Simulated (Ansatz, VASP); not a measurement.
## NaCl: VASP beside Ansatz

```
Na Cl
1.0
     0.00000    2.81000    2.81000
     2.81000    0.00000    2.81000
     2.81000    2.81000    0.00000
Na Cl
1 1
Direct
  0.00000 0.00000 0.00000
  0.50000 0.50000 0.50000
```

Alike in both runs: task single point; functional PBE; k mesh 6 × 6 × 6; occupations gaussian, width 0.1 eV; no spin polarisation.

```csv
,VASP,Ansatz
version,VASP 6.6.1,Ansatz 0.2.0
potentials or method,"VASP PAW PBE potentials, release 64 (Na_pv, Cl), cutoff 520 eV","scalar-relativistic, plane waves, PAW"
valence electrons in the cell,14,16
```

|  | VASP | Ansatz | Ansatz less VASP |
| --- | --- | --- | --- |
| gap on the k mesh at the Fermi level (eV) | 5.15 | 5.15 | +0.001 |
| least direct gap on the mesh (eV) | 5.15 | 5.15 | +0.001 |
| pressure (GPa) | 1.0 | 1.0 | +0.03 |

VASP's potentials hold 14 valence electrons a cell and Ansatz's 16, so a difference there can come from the potentials and not from the codes.
